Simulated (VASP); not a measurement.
**SrO: relaxation of cell and atoms with PBE**

Crystal: SrO.

```xyz
4
Lattice="4.2755 0.0000 0.0000 -2.1377 3.7027 0.0000 0.0000 0.0000 5.1556" Properties=species:S:1:pos:R:3 pbc="T T T"
Sr    0.0000    2.4684    4.8366
Sr    2.1377    1.2342    2.2588
O     0.0000    2.4684    2.2523
O     2.1377    1.2342    4.8301
```

| Quantity | Value |
| --- | --- |
| Program | VASP 6.6.1 |
| Task | relaxation of cell and atoms |
| Functional | PBE |
| Potentials or basis | VASP PAW PBE potentials, release 64 (Sr_sv, O) |
| Cutoff | 600 eV |
| k mesh | 6 × 6 × 4 |
| Occupations | fermi-dirac, width 0.02 eV |
| Spin | no spin polarisation |
| Dipole correction | no |
| Further INCAR settings | ALGO = Normal; EDIFF = 1e-06; IBRION = 2; EDIFFG = -0.005; NSW = 80; ISIF = 3 |

* Relaxed volume: 20.77 Å³/atom
* Relaxed cell: a = 4.298 Å, b = 4.298 Å, c = 5.193 Å, α = 90.00°, β = 90.00°, γ = 120.00°
* Space group after relaxing (to 0.1 Å): P6_3/mmc (No. 194)
* Energy gained by relaxing: 1.5 meV/atom
* Ionic steps: 7
* Pressure after relaxing: 0.0 GPa
* Band gap on the k mesh: 2.58 eV

The path:
| step | energy change (eV) | largest force (eV/Å) | pressure (GPa) | volume (Å³) |
| --- | --- | --- | --- | --- |
| 1 | 0.0000 | 0.0138 | 1.30 | 81.62 |
| 2 | -0.0053 | 0.0091 | -0.42 | 83.58 |
| 3 | -0.0060 | 0.0102 | 0.00 | 83.09 |
| 4 | -0.0060 | 0.0101 | -0.01 | 83.12 |
| 5 | -0.0060 | 0.0086 | -0.02 | 83.12 |
| 6 | -0.0060 | 0.0031 | -0.02 | 83.11 |
| 7 | -0.0060 | 0.0015 | 0.01 | 83.07 |

Final structure:
```
CELL_PARAMETERS angstrom
4.29766 0.00000 0.00000
-2.14883 3.72188 0.00000
0.00000 0.00000 5.19316
ATOMIC_POSITIONS crystal
Sr 0.33333 0.66667 0.93758
Sr 0.66667 0.33333 0.43758
O 0.33333 0.66667 0.43742
O 0.66667 0.33333 0.93742
```

Levels at points of the mesh, in eV from the valence-band top:
| k point | band 13 | band 14 | band 15 | band 16 | band 17 | band 18 | band 19 | band 20 |
| --- | --- | --- | --- | --- | --- | --- | --- | --- |
| (0.00, 0.00, 0.00) | -0.87 | -0.87 | -0.37 | 0.00 | 2.58 | 6.08 | 6.08 | 7.01 |
| (0.50, 0.00, 0.00) | -0.38 | -0.38 | -0.34 | -0.26 | 4.27 | 4.81 | 5.04 | 7.00 |
| (0.00, 0.00, 0.50) | -1.06 | -1.06 | -1.06 | -1.06 | 4.27 | 4.27 | 7.75 | 7.75 |
| (0.50, 0.00, 0.50) | -0.87 | -0.87 | -0.43 | -0.43 | 4.89 | 4.89 | 7.30 | 7.30 |

Run time: 8.6 min on 1 thread of Intel Xeon 8259CL, with other jobs on the host, peak memory 0.25 GiB.
